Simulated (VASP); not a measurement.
Input of a VASP 6.6.1 run:

The input INCAR:

```
SYSTEM = Rb
ALGO = Normal
EDIFF = 1E-6
ENCUT = 520
GGA = PE
ISIF = 2
ISMEAR = 0
LASPH = .TRUE.
LCHARG = .FALSE.
LREAL = .FALSE.
LWAVE = .FALSE.
NBANDS = 10
NELM = 100
PREC = Accurate
SIGMA = 0.1
```

Contents of KPOINTS:

```
k-points
0
G
  16 16 16
  0 0 0
```

The input POSCAR:

```
Rb
1.0
   -2.7752249732      2.7752249732      2.7752249732
    2.7752249732     -2.7752249732      2.7752249732
    2.7752249732      2.7752249732     -2.7752249732
Rb
1
Direct
    0.0000000000      0.0000000000      0.0000000000
```

Potentials or basis: VASP PAW PBE potentials, release 64 (Rb_sv).

Run with:

```sh
$ cat potpaw_PBE.64/Rb_sv/POTCAR > POTCAR
$ mpirun -np 1 vasp_std > vasp.out
```

(1) Predict the band gap on the k mesh.

(2) Estimate the pressure.

Results:

(1) zero (an odd number of electrons rules out a gap without spin polarisation).

(2) 0.2 GPa.
